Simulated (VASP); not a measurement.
# C (P-3m1) in VASP: notebook

The runs below take C through single point, with PBE.

Everything below comes from runs of VASP 6.6.1. Logs are shortened: lines on timing, memory, paths and dates and some standing lists are left out, and cuts for length are marked.

**1. The cell of the first run**

The structure is trigonal, space group P-3m1 (No. 164). Conventional cell: a = 2.525 Å, b = 2.525 Å, c = 13.872 Å, α = 90.00°, β = 90.00°, γ = 120.00°. C (site symmetry 3m) has 4 C at 1.55 Å within 2.1 Å. C (site symmetry 3m) has 4 C at 1.55 Å within 2.1 Å. C (site symmetry 3m) has 4 C at 1.55 Å within 2.1 Å. Within 2.1 Å of C (site symmetry 3m) lie 4 C at 1.55 Å. Within 2.1 Å of C (site symmetry 3m) lie 4 C at 1.55 Å. Within 2.1 Å of C (site symmetry 3m) lie 3 C at 1.55 Å.

**2. Single point, PBE (the distance across one plane changed)**

INCAR reads:

```
SYSTEM = C
  PREC = Accurate
  ENCUT = 520
  EDIFF = 1E-6
  ISMEAR = 0
  SIGMA = 0.05
  LREAL = .FALSE.
  LASPH = .TRUE.
  NELM = 80
  ALGO = Normal
  ISIF = 2
  LWAVE = .FALSE.
  LCHARG = .FALSE.
  GGA = PE
  NBANDS = 36
```

KPOINTS reads:

```
regular mesh
0
G
  10 10 2
  0 0 0
```

POSCAR reads:

```
C
1.0
    1.7857375322     -1.7857375322      0.0000000000
    1.7857375322      0.0000000000     -1.7857375322
    8.0089755326      8.0089755326      8.0089755326
C
12
Direct
    0.6666666667      0.6666666667      0.2415773508
    0.0000000000      0.0000000000      0.0929326604
    0.3333333333      0.3333333333      0.3902220411
    0.6666666667      0.6666666667      0.6875114218
    1.0000000000      1.0000000000      0.5388667315
    0.3333333333      0.3333333333      0.8361561122
    0.6666666667      0.6666666667      0.3530608685
    1.0000000000      1.0000000000      0.2044161782
    0.3333333333      0.3333333333      0.5017055589
    0.6666666667      0.6666666667      0.7989949396
    0.0000000000      0.0000000000      0.6503502493
    0.3333333333      0.3333333333      0.0557714878
```

Potentials or basis: VASP PAW PBE potentials, release 64 (C).

Run with:

```sh
$ cat potpaw_PBE.64/C/POTCAR > POTCAR
$ mpirun -np 1 vasp_std > vasp.out
```

OUTCAR:

```text
SYSTEM = C
   PREC = Accurate
   ENCUT = 520
   EDIFF = 1E-6
   ISMEAR = 0
   LREAL = .FALSE.
   LASPH = .TRUE.
   NELM = 80
   ISIF = 2
   GGA = PE

 ion  position               nearest neighbor table
   1  0.667  0.667  0.242-   7 1.55   8 1.55   8 1.55   8 1.55
   2  0.000  0.000  0.093-  12 1.55  12 1.55  12 1.55   8 1.55
   3  0.333  0.333  0.390-   7 1.55   7 1.55   7 1.55   9 1.55
   4  0.667  0.667  0.688-  11 1.55  11 1.55  11 1.55  10 1.55
   5  0.000  0.000  0.539-   9 1.55   9 1.55   9 1.55  11 1.55
   6  0.333  0.333  0.836-  10 1.55  10 1.55  10 1.55
   7  0.667  0.667  0.353-   1 1.55   3 1.55   3 1.55   3 1.55
   8  0.000  0.000  0.204-   1 1.55   1 1.55   1 1.55   2 1.55
   9  0.333  0.333  0.502-   5 1.55   5 1.55   5 1.55   3 1.55
  10  0.667  0.667  0.799-   6 1.55   6 1.55   6 1.55   4 1.55
  11  0.000  0.000  0.650-   4 1.55   4 1.55   4 1.55   5 1.55
  12  0.333  0.333  0.056-   2 1.55   2 1.55   2 1.55

  LATTYP: Found a hexagonal cell.
 ALAT       =     2.5254142369
 C/A-ratio  =     5.4929414496

  Lattice vectors:

 A1 = (  -1.7857375322,   0.0000000000,   1.7857375322)
 A2 = (   1.7857375322,  -1.7857375322,  -0.0000000000)
 A3 = (   8.0089755326,   8.0089755326,   8.0089755326)

Analysis of symmetry for initial positions (statically):
=====================================================================
 Subroutine PRICEL returns:
 Original cell was already a primitive cell.

 Routine SETGRP: Setting up the symmetry group for a
 hexagonal supercell.

 Subroutine GETGRP returns: Found 12 space group operations
 (whereof  6 operations were pure point group operations)
 out of a pool of 24 trial point group operations.

The static configuration has the point symmetry C_3v.
 The point group associated with its full space group is D_3d.

Analysis of symmetry for dynamics (positions and initial velocities):
=====================================================================
 Subroutine PRICEL returns:
 Original cell was already a primitive cell.

 Routine SETGRP: Setting up the symmetry group for a
 hexagonal supercell.

 Subroutine GETGRP returns: Found 12 space group operations
 (whereof  6 operations were pure point group operations)
 out of a pool of 24 trial point group operations.

The dynamic configuration has the point symmetry C_3v.
[... 129 lines left out ...]
   TEBEG  =    0.0;   TEEND  =   0.0 temperature during run
   PSTRESS=    0.0 pullay stress
   NELECT =      48.0000    total number of electrons
   NUPDOWN=      -1.0000    fix difference up-down
   EMIN   =  10.00;   EMAX   =-10.00  energy-range for DOS
   EFERMI =   0.00;   METHOD = LEGACY
   ISMEAR =     0;   SIGMA  =   0.05  broadening in eV -4-tet -1-fermi 0-gaus
   EFERMI_NEDOS =   21; number of points for ismear=-14 and -15
   IALGO  =     38    algorithm
   IMIX   =      4    mixing-type and parameters
     AMIX     =   0.40;   BMIX     =  1.00
     AMIX_MAG =   1.60;   BMIX_MAG =  1.00
  volume/ion in A,a.u.               =       6.38        43.09
  Fermi-wavevector in a.u.,A,eV,Ry     =   1.400804  2.647136 26.698063  1.962252
  Thomas-Fermi vector in A             =   2.523728
   LORBIT       =      0    0 simple, 1 ext, 2 COOP (PROOUT), +10 PAW based schemes
   GGA     = PE    functional components
   LHFCALC =     F    Hartree Fock is set to
   AEXX    =    0.0000 exact exchange contribution
   IVDW    =     0    specifies the selected vdW correction
   LEPSILON=     F    determine dielectric tensor
   LRPA    =     F    only Hartree local field effects (RPA)
 non-spin polarized calculation
 Gauss-broadening in eV      SIGMA  =   0.05
  energy-cutoff  :      520.00
  volume of cell :       76.62
 maximum number of plane-waves:      2092
   NGX =  9   NGY =  9   NGZ = 51

 number of electron      48.0000001 magnetization

 Free energy of the ion-electron system (eV)
  ---------------------------------------------------
  ext. energy  EPLUGINS =         0.00000000
  ---------------------------------------------------
  free energy    TOTEN  =      -105.24108087 eV

  energy without entropy =     -105.24108087  energy(sigma->0) =     -105.24108087

 E-fermi :   8.5040     XC(G=0): -12.4694

 val. band max:        8.2919841088   @ k =   0.0000   0.0000   0.0000
 cond. band min:       8.7401632140   @ k =   0.5000   0.0000   0.0000
 fundamental gap:      0.4481791052
 Fermi energy:         8.5040134070

 k-point     1 :       0.0000    0.0000    0.0000
  band No.  band energies     occupation
      1     -13.5880      2.00000
      2     -12.9401      2.00000
      3     -12.0053      2.00000
      4     -10.7618      2.00000
      5      -9.3832      2.00000
      6      -8.1958      2.00000
[... 925 lines left out ...]
     35      17.2216      0.00000
     36      17.9942      0.00000

 [... further k-points ...]

------------------------ aborting loop because EDIFF is reached ----------------------------------------

  FORCE on cell =-STRESS in cart. coord.  units (eV):
  Direction    XX          YY          ZZ          XY          YZ          ZX
  --------------------------------------------------------------------------------------
  -------------------------------------------------------------------------------------
  Total       -2.5137754     -2.5137754     -2.5137754     -1.9277878     -1.9277878     -1.9277878
  in kB      -52.5658367    -52.5658367    -52.5658367    -40.3121855    -40.3121855    -40.3121855
  external PRESSURE =     -52.5658367 kB  Pullay stress =       0.0000000 kB

 VOLUME and BASIS-vectors are now :
 -----------------------------------------------------------------------------
  energy-cutoff  :      520.00
  volume of cell :       76.62
      direct lattice vectors                 reciprocal lattice vectors
     1.785737532 -1.785737532  0.000000000     0.186664237 -0.373328473  0.186664237
     1.785737532  0.000000000 -1.785737532     0.186664237  0.186664237 -0.373328473
     8.008975533  8.008975533  8.008975533     0.041619971  0.041619971  0.041619971

 POSITION                                       TOTAL-FORCE (eV/Angst)
 -----------------------------------------------------------------------------------
      4.31577      0.74430      0.74430        -0.113372     -0.113372     -0.113372
      0.74430      0.74430      0.74430        -2.205404     -2.205404     -2.205404
      4.31577      2.53003      2.53003        -0.019927     -0.019927     -0.019927
      7.88725      4.31577      4.31577        -0.373160     -0.373160     -0.373160
      4.31577      4.31577      4.31577        -0.043259     -0.043259     -0.043259
      7.88725      6.10151      6.10151        -0.998523     -0.998523     -0.998523
      5.20864      1.63716      1.63716         0.043259      0.043259      0.043259
      1.63716      1.63716      1.63716         0.373160      0.373160      0.373160
      5.20864      3.42290      3.42290         0.019927      0.019927      0.019927
      8.78011      5.20864      5.20864         2.205404      2.205404      2.205404
      5.20864      5.20864      5.20864         0.113372      0.113372      0.113372
      1.63716     -0.14857     -0.14857         0.998523      0.998523      0.998523
 -----------------------------------------------------------------------------------
    total drift:                                0.000008      0.000008      0.000008

  FREE ENERGIE OF THE ION-ELECTRON SYSTEM (eV)
  ---------------------------------------------------
  free  energy   TOTEN  =      -105.2410808722 eV

  energy  without entropy=     -105.2410808722  energy(sigma->0) =     -105.24108087
```

OSZICAR:

```text
N       E                     dE             d eps       ncg     rms          rms(c)
DAV:   1     0.134840344780E+03    0.13484E+03   -0.25166E+04  2024   0.129E+03
DAV:   2    -0.980308815286E+02   -0.23287E+03   -0.22097E+03  2540   0.256E+02
DAV:   3    -0.108565865389E+03   -0.10535E+02   -0.10413E+02  2664   0.504E+01
DAV:   4    -0.108764234982E+03   -0.19837E+00   -0.19767E+00  2768   0.704E+00
DAV:   5    -0.108769885847E+03   -0.56509E-02   -0.56441E-02  2672   0.115E+00    0.131E+01
DAV:   6    -0.106091703430E+03    0.26782E+01   -0.20261E+00  2460   0.657E+00    0.778E+00
DAV:   7    -0.105234840150E+03    0.85686E+00   -0.22933E+00  2496   0.728E+00    0.165E+00
DAV:   8    -0.105241410389E+03   -0.65702E-02   -0.74629E-02  2576   0.138E+00    0.481E-01
DAV:   9    -0.105241010353E+03    0.40004E-03   -0.66838E-03  2524   0.436E-01    0.781E-02
DAV:  10    -0.105241033057E+03   -0.22705E-04   -0.30374E-04  2632   0.940E-02    0.288E-02
DAV:  11    -0.105241074939E+03   -0.41882E-04   -0.45277E-05  2624   0.432E-02    0.914E-03
DAV:  12    -0.105241080088E+03   -0.51485E-05   -0.62754E-06  2624   0.150E-02    0.380E-03
DAV:  13    -0.105241080872E+03   -0.78462E-06   -0.13781E-06  1912   0.808E-03
   1 F= -.10524108E+03 E0= -.10524108E+03  d E =-.227935E-11
```

stdout:

```text
POSCAR found type information on POSCAR C
 POSCAR found :  1 types and      12 ions
 scaLAPACK will be used
 LDA part: xc-table for (Slater+PW92), standard interpolation
 POSCAR, INCAR and KPOINTS ok, starting setup
 FFT: planning ... GRIDC
 FFT: planning ... GRID_SOFT
 FFT: planning ... GRID
 WAVECAR not read
 entering main loop
```

It took 2.5 min on 1 thread of Intel Xeon 8259CL, shared host; peak memory 0.21 GiB.

What came out:

* Free energy: -105.2411 eV
* Pressure: -5.3 GPa
* Largest force: 3.820 eV/Å

Forces in eV/Å, atoms in the order of the input:
```
C   -0.113 -0.113 -0.113
C   -2.205 -2.205 -2.205
C   -0.020 -0.020 -0.020
C   -0.373 -0.373 -0.373
C   -0.043 -0.043 -0.043
C   -0.999 -0.999 -0.999
C    0.043  0.043  0.043
C    0.373  0.373  0.373
C    0.020  0.020  0.020
C    2.205  2.205  2.205
C    0.113  0.113  0.113
C    0.999  0.999  0.999
```

Stress tensor (GPa, compression positive):
```
-5.26 -4.03 -4.03
-4.03 -5.26 -4.03
-4.03 -4.03 -5.26
```

Caveat: the cell differs from its parent crystal (the distance across one plane changed); the cell stands under tension; forces of over 1 eV/Å act on the atoms, so gaps and moduli don't describe the material at rest.

[end of part 1 of 2]
